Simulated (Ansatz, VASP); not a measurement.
# GaP: VASP beside Ansatz

```
CELL_PARAMETERS angstrom
0.00000 2.71944 2.71944
2.71944 0.00000 2.71944
2.71944 2.71944 0.00000
ATOMIC_POSITIONS crystal
Ga 0.00000 0.00000 0.00000
P 0.25000 0.25000 0.25000
```

Alike in both runs: task single point; functional PBEsol; k mesh 8 × 8 × 8; occupations gaussian, width 0.02 eV; no spin polarisation.

|  | VASP | Ansatz |
| --- | --- | --- |
| version | VASP 6.6.1 | Ansatz 0.2.0 |
| potentials or method | VASP PAW PBE potentials, release 64 (Ga_d, P), cutoff 500 eV | scalar-relativistic, plane waves, PAW |
| valence electrons in the cell | 18 | 18 |

|  | VASP | Ansatz | Ansatz less VASP |
| --- | --- | --- | --- |
| gap on the k mesh at the Fermi level (eV) | 1.50 | 1.50 | -0.003 |
| least direct gap on the mesh (eV) | 1.80 | 1.80 | -0.006 |
| pressure (GPa) | -0.1 | 0.0 | +0.12 |

VASP's potentials were made for PBE, not for PBEsol, and Ansatz warns of the same on its side. The functional is the same, so the differences come from potentials, cutoffs and numerics.
